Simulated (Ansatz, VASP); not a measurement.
# Se: VASP beside Ansatz

```
Se
1.0
     4.05568    0.00000    0.00000
    -2.02784    3.51232    0.00000
     0.00000    0.00000    5.10790
Se
3
Direct
  0.24712 0.00000 0.16667
  0.00000 0.24712 0.83333
  0.75288 0.75288 0.50000
```

Alike in both runs: functional PBEsol; k mesh 6 × 6 × 4; occupations gaussian, width 0.1 eV; no spin polarisation.

Ansatz relaxed the structure, and its values are those at the end. VASP's run is a single point on that final structure, the one shown.

```csv
,VASP,Ansatz
version,VASP 6.6.1,Ansatz 0.2.0
potentials or method,"VASP PAW PBE potentials, release 64 (Se), cutoff 520 eV","scalar-relativistic, plane waves, PAW"
valence electrons in the cell,18,48
```

```tsv
	VASP	Ansatz	Ansatz less VASP
gap on the k mesh at the Fermi level (eV)	0.48	0.49	+0.010
least direct gap on the mesh (eV)	0.48	0.49	+0.010
pressure (GPa)	0.3	0.1	-0.17
rms of the force components (eV/Å)	0.032	0.013	-0.0183
```

VASP's potentials were made for PBE, not for PBEsol. VASP's potentials hold 18 valence electrons a cell and Ansatz's 48, so a difference there can come from the potentials and not from the codes.
